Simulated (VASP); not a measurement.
# LiGe6As8 (Fm-3m) in VASP: further runs, part 2 of 2

VASP 6.6.1. The steps go on from the part before.

## Step 3: Relaxation of cell and atoms, PBE

This run uses another cell than the first one, of 28.57 Å³/atom, 1.002 times its volume.

File INCAR:

```
PREC = Accurate
ENCUT = 600
EDIFF = 1E-6
ISMEAR = 0
SIGMA = 0.1
LREAL = Auto
LASPH = T
NELM = 100
ALGO = Normal
ISIF = 3
LWAVE = F
LCHARG = F
GGA = PE
IBRION = 2
NSW = 100
EDIFFG = -0.01
```

File KPOINTS:

```
regular mesh
0
Gamma
  6 6 6
```

File POSCAR:

```
LiGe6As8
1.0
    0.0000000000      5.9842731064      5.9842731064
    5.9842731064      0.0000000000      5.9842731064
    5.9842731064      5.9842731064      0.0000000000
Li Ge As
1 6 8
Direct
    0.5000000000      0.5000000000      0.5000000000
    0.5000000000      0.0000000000      0.5000000000
    0.5000000000      0.0000000000      0.0000000000
    0.0000000000      0.0000000000      0.5000000000
    0.0000000000      0.5000000000      0.0000000000
    0.0000000000      0.5000000000      0.5000000000
    0.5000000000      0.5000000000      0.0000000000
    0.8854823656      0.3435529031      0.8854823656
    0.1145176344      0.1145176344      0.1145176344
    0.8854823656      0.8854823656      0.8854823656
    0.6564470969      0.1145176344      0.1145176344
    0.8854823656      0.8854823656      0.3435529031
    0.3435529031      0.8854823656      0.8854823656
    0.1145176344      0.1145176344      0.6564470969
    0.1145176344      0.6564470969      0.1145176344
```

Potentials or basis: VASP PAW PBE potentials, release 64 (Li_sv, Ge_d, As).

On the command line:

```bash
> cat potpaw_PBE.64/Li_sv/POTCAR potpaw_PBE.64/Ge_d/POTCAR potpaw_PBE.64/As/POTCAR > POTCAR
> mpirun -np 1 vasp_std > vasp.out
```

It took 24 min on 1 thread of Intel Xeon Platinum 8375C at 2.90GHz (Ice Lake), shared host; peak memory 0.95 GiB.

It converged, with:

```
Free energy                  : -58.8290 eV
Energy gained by relaxing    : 0.0 meV/atom
Ionic steps                  : 2
Pressure after relaxing      : 0.0 GPa
Largest force after relaxing : 0.010 eV/Å
```

Forces on the atoms (eV/Å):
```
Li   0.000  0.000  0.000
Ge   0.000  0.000  0.000
Ge   0.000  0.000  0.000
Ge   0.000  0.000  0.000
Ge   0.000  0.000  0.000
Ge   0.000  0.000  0.000
Ge   0.000  0.000  0.000
As   0.006 -0.006  0.006
As   0.006  0.006  0.006
As  -0.006 -0.006 -0.006
As   0.006 -0.006 -0.006
As   0.006  0.006 -0.006
As  -0.006  0.006  0.006
As  -0.006 -0.006  0.006
As  -0.006  0.006 -0.006
```

Final structure:
```yaml
crystal:
  lattice:
    - [0.00000, 5.98417, 5.98417]
    - [5.98417, 0.00000, 5.98417]
    - [5.98417, 5.98417, 0.00000]
  atoms:
    - { symbol: Li, position: [0.50000, 0.50000, 0.50000] }
    - { symbol: Ge, position: [0.50000, 0.00000, 0.50000] }
    - { symbol: Ge, position: [0.50000, 0.00000, 0.00000] }
    - { symbol: Ge, position: [0.00000, 0.00000, 0.50000] }
    - { symbol: Ge, position: [0.00000, 0.50000, 0.00000] }
    - { symbol: Ge, position: [0.00000, 0.50000, 0.50000] }
    - { symbol: Ge, position: [0.50000, 0.50000, 0.00000] }
    - { symbol: As, position: [0.88545, 0.34364, 0.88545] }
    - { symbol: As, position: [0.11455, 0.11455, 0.11455] }
    - { symbol: As, position: [0.88545, 0.88545, 0.88545] }
    - { symbol: As, position: [0.65636, 0.11455, 0.11455] }
    - { symbol: As, position: [0.88545, 0.88545, 0.34364] }
    - { symbol: As, position: [0.34364, 0.88545, 0.88545] }
    - { symbol: As, position: [0.11455, 0.11455, 0.65636] }
    - { symbol: As, position: [0.11455, 0.65636, 0.11455] }
```

Levels at points of the mesh, in eV from the Fermi level:
| k point | band 59 | band 60 | band 61 | band 62 | band 63 | band 64 | band 65 | band 66 | band 67 | band 68 |
| --- | --- | --- | --- | --- | --- | --- | --- | --- | --- | --- |
| (0.00, 0.00, 0.00) | -1.64 | -1.50 | -0.82 | -0.74 | -0.74 | 0.21 | 0.21 | 0.21 | 0.82 | 0.82 |
| (0.50, 0.00, 0.00) | -1.46 | -1.17 | -0.23 | 0.18 | 0.18 | 0.26 | 0.26 | 0.56 | 0.56 | 0.67 |
| (0.50, 0.50, 0.00) | -1.11 | -0.90 | -0.90 | -0.58 | -0.55 | -0.55 | -0.11 | -0.11 | 0.66 | 1.23 |

Caveat: the cutoff is under 1.25 times the usual one of these potentials, so pressure, stress and relaxed cells hold a basis-set (Pulay) error.

## Step 4: Single point, PBE

This run uses another cell than the first one, of 28.57 Å³/atom, 1.002 times its volume.

File INCAR:

```
SYSTEM = LiGe6As8
ALGO     = Normal         ! electronic algorithm
EDIFF    = 1E-6           ! SCF threshold, eV
ENCUT    = 520            ! plane-wave cutoff, eV
GGA      = PE             ! functional
ISIF     = 2              ! what is computed and relaxed
ISMEAR   = 0              ! smearing method
LASPH    = .TRUE.         ! aspherical terms in the spheres
LCHARG   = .FALSE.        ! write CHGCAR
LREAL    = Auto         
LWAVE    = .FALSE.        ! write WAVECAR
NBANDS   = 76             ! bands
NELM     = 100            ! most SCF steps
PREC     = Accurate       ! precision mode
SIGMA    = 0.1            ! smearing width, eV
```

File KPOINTS:

```
k-points
0
G
  4 4 4
  0 0 0
```

POSCAR is that of step 3.

On the command line:

```bash
> cat potpaw_PBE.64/Li_sv/POTCAR potpaw_PBE.64/Ge_d/POTCAR potpaw_PBE.64/As/POTCAR > POTCAR
> mpirun -np 1 vasp_std > vasp.out
```

Wall time 6.4 min (1 thread of AMD EPYC 7R13 (Zen 3), shared host); peak memory 0.6 GiB.

Results (log left out):

* Free energy: -58.8442 eV
* Largest force: 0.016 eV/Å

Forces on the atoms (eV/Å):
```
Li   0.000  0.000  0.000
Ge   0.000  0.000  0.000
Ge   0.000  0.000  0.000
Ge   0.000  0.000  0.000
Ge   0.000  0.000  0.000
Ge   0.000  0.000  0.000
Ge   0.000  0.000  0.000
As  -0.009  0.009 -0.009
As  -0.009 -0.009 -0.009
As   0.009  0.009  0.009
As  -0.009  0.009  0.009
As  -0.009 -0.009  0.009
As   0.009 -0.009 -0.009
As   0.009  0.009 -0.009
As   0.009 -0.009  0.009
```

Levels at points of the mesh, in eV from the Fermi level:
```csv
k point,band 59,band 60,band 61,band 62,band 63,band 64,band 65,band 66,band 67,band 68
"(0.00, 0.00, 0.00)",-1.63,-1.49,-0.81,-0.73,-0.73,0.22,0.22,0.22,0.83,0.83
"(0.50, 0.00, 0.00)",-1.45,-1.16,-0.23,0.19,0.19,0.26,0.26,0.56,0.56,0.68
"(0.50, 0.50, 0.00)",-1.10,-0.89,-0.89,-0.58,-0.54,-0.54,-0.10,-0.10,0.67,1.24
```

Caveat: the cutoff is under 1.25 times the usual one of these potentials, so pressure, stress and relaxed cells hold a basis-set (Pulay) error.

## Step 5: Relaxation of cell and atoms, PBE

This run uses another cell than the first one, of 24.77 Å³/atom, 0.869 times its volume.

File INCAR:

```
ALGO = Normal
EDIFF = 1E-6
EDIFFG = -0.04
ENCUT = 600
GGA = PE
IBRION = 2
ISIF = 3
ISMEAR = 0
LASPH = T
LCHARG = F
LREAL = Auto
LWAVE = F
NELM = 100
NSW = 90
PREC = Accurate
SIGMA = 0.1
```

File KPOINTS:

```
k-points
0
Gamma
  4 4 4
```

File POSCAR:

```
LiGe6As8
1.0
    0.0000000000      5.7057318400      5.7057318400
    5.7057318400      0.0000000000      5.7057318400
    5.7057318400      5.7057318400      0.0000000000
Li Ge As
1 6 8
Direct
    0.5000000000      0.5000000000      0.5000000000
    0.5000000000      0.0000000000      0.5000000000
    0.5000000000      0.0000000000      0.0000000000
    0.0000000000      0.0000000000      0.5000000000
    0.0000000000      0.5000000000      0.0000000000
    0.0000000000      0.5000000000      0.5000000000
    0.5000000000      0.5000000000      0.0000000000
    0.8575690000      0.4272930000      0.8575690000
    0.1424310000      0.1424310000      0.1424310000
    0.8575690000      0.8575690000      0.8575690000
    0.5727070000      0.1424310000      0.1424310000
    0.8575690000      0.8575690000      0.4272930000
    0.4272930000      0.8575690000      0.8575690000
    0.1424310000      0.1424310000      0.5727070000
    0.1424310000      0.5727070000      0.1424310000
```

On the command line:

```bash
> cat potpaw_PBE.64/Li_sv/POTCAR potpaw_PBE.64/Ge_d/POTCAR potpaw_PBE.64/As/POTCAR > POTCAR
> mpirun -np 1 vasp_std > vasp.out
```

Run time: 84 min. Hardware: 1 thread of AMD EPYC 7R13 (Zen 3), shared host; peak memory 0.72 GiB.

Results (log left out):

| Property | Result |
| --- | --- |
| Free energy | -58.8447 eV |
| Relaxed volume | 28.57 Å³/atom |
| Relaxed cell | a = 8.463 Å, b = 8.463 Å, c = 8.463 Å, α = 60.00°, β = 60.00°, γ = 60.00° |
| Space group after relaxing (to 0.05 Å) | Fm-3m (No. 225) |
| Energy gained by relaxing | 222.9 meV/atom |
| Ionic steps | 17 |
| Pressure after relaxing | 0.0 GPa |
| Largest force after relaxing | 0.036 eV/Å |

Forces on the atoms (eV/Å):
```
Li   0.000  0.000  0.000
Ge   0.000  0.000  0.000
Ge   0.000  0.000  0.000
Ge   0.000  0.000  0.000
Ge   0.000  0.000  0.000
Ge   0.000  0.000  0.000
Ge   0.000  0.000  0.000
As  -0.021  0.021 -0.021
As  -0.021 -0.021 -0.021
As   0.021  0.021  0.021
As  -0.021  0.021  0.021
As  -0.021 -0.021  0.021
As   0.021 -0.021 -0.021
As   0.021  0.021 -0.021
As   0.021 -0.021  0.021
```

Step by step:
| step | energy change (eV) | largest force (eV/Å) | pressure (GPa) | volume (Å³) |
| --- | --- | --- | --- | --- |
| 1 | 0.0000 | 1.1878 | 10.64 | 371.50 |
| 2 | -2.1391 | 0.3224 | -2.09 | 467.16 |
| 3 | -2.2730 | 0.4560 | -0.25 | 444.30 |
| 4 | -2.2730 | 0.4458 | -0.36 | 445.85 |
| 5 | -2.3545 | 0.4362 | -0.39 | 443.63 |
| 6 | -2.5940 | 0.4367 | -0.29 | 437.03 |
| 7 | -2.9626 | 0.1901 | 0.22 | 424.02 |
| 8 | -3.0184 | 0.1502 | 3.15 | 398.78 |
| 9 | -3.0567 | 0.1086 | 3.11 | 399.96 |
| 10 | -3.1220 | 0.1343 | 2.92 | 403.50 |
| 11 | -3.1841 | 0.1020 | 2.44 | 407.16 |
| 12 | -3.3073 | 0.0146 | 1.08 | 418.25 |
| 13 | -3.2941 | 0.1136 | -1.11 | 441.03 |
| 14 | -3.3418 | 0.0531 | 0.00 | 428.86 |
| 15 | -3.3418 | 0.0503 | 0.06 | 428.34 |
| 16 | -3.3421 | 0.0468 | 0.03 | 428.40 |
| 17 | -3.3429 | 0.0360 | 0.02 | 428.60 |

Final structure:
```
Li Ge As
1.0
     0.00000    5.98421    5.98421
     5.98421    0.00000    5.98421
     5.98421    5.98421    0.00000
Li Ge As
1 6 8
Direct
  0.50000 0.50000 0.50000
  0.50000 0.00000 0.50000
  0.50000 0.00000 0.00000
  0.00000 0.00000 0.50000
  0.00000 0.50000 0.00000
  0.00000 0.50000 0.50000
  0.50000 0.50000 0.00000
  0.88528 0.34417 0.88528
  0.11472 0.11472 0.11472
  0.88528 0.88528 0.88528
  0.65583 0.11472 0.11472
  0.88528 0.88528 0.34417
  0.34417 0.88528 0.88528
  0.11472 0.11472 0.65583
  0.11472 0.65583 0.11472
```

Levels at points of the mesh, in eV from the Fermi level:
```
           k point  band 60  band 61  band 62  band 63  band 64  band 65  band 66  band 67
(0.00, 0.00, 0.00)    -1.48    -0.81    -0.75    -0.75     0.22     0.22     0.22     0.82
(0.50, 0.00, 0.00)    -1.16    -0.23     0.18     0.18     0.28     0.28     0.56     0.56
(0.50, 0.50, 0.00)    -0.90    -0.88    -0.56    -0.54    -0.54    -0.10    -0.10     0.67
```

Caveat: the cutoff is under 1.25 times the usual one of these potentials, so pressure, stress and relaxed cells hold a basis-set (Pulay) error; the volume moved by over 15 % at a fixed basis, so the end points are rough.

## Step 6: Summary

| task | cell | k mesh | cutoff (eV) | gap on the mesh (eV) | pressure (GPa) | relaxed volume (Å³/atom) | largest force (eV/Å) |
| --- | --- | --- | --- | --- | --- | --- | --- |
| single point | a = 8.457 Å, angles 60.0°, 15 atoms | 6 × 6 × 6 | 520 | none | - | - | - |
| relaxation of cell and atoms | relaxed from a = 8.463 Å, angles 60.0°, 15 atoms | 6 × 6 × 6 | 600 | none | 0.0 | 28.57 | 0.01 |
| single point | a = 8.463 Å, angles 60.0°, 15 atoms | 4 × 4 × 4 | 520 | none | - | - | 0.02 |
| relaxation of cell and atoms | relaxed from a = 8.069 Å, angles 60.0°, 15 atoms | 4 × 4 × 4 | 600 | none | 0.0 | 28.57 | 0.04 |

Alike in all rows: level PBE; potentials or basis VASP PAW PBE potentials, release 64 (Li_sv, Ge_d, As); no spin polarisation; smearing gaussian 0.1 eV.

Caveats: the cutoff is under 1.25 times the usual one of these potentials, so pressure, stress and relaxed cells hold a basis-set (Pulay) error; the volume moved by over 15 % at a fixed basis, so the end points are rough (some runs).

Total energies depend on the potentials used, so only differences within one code and one set of settings carry meaning.
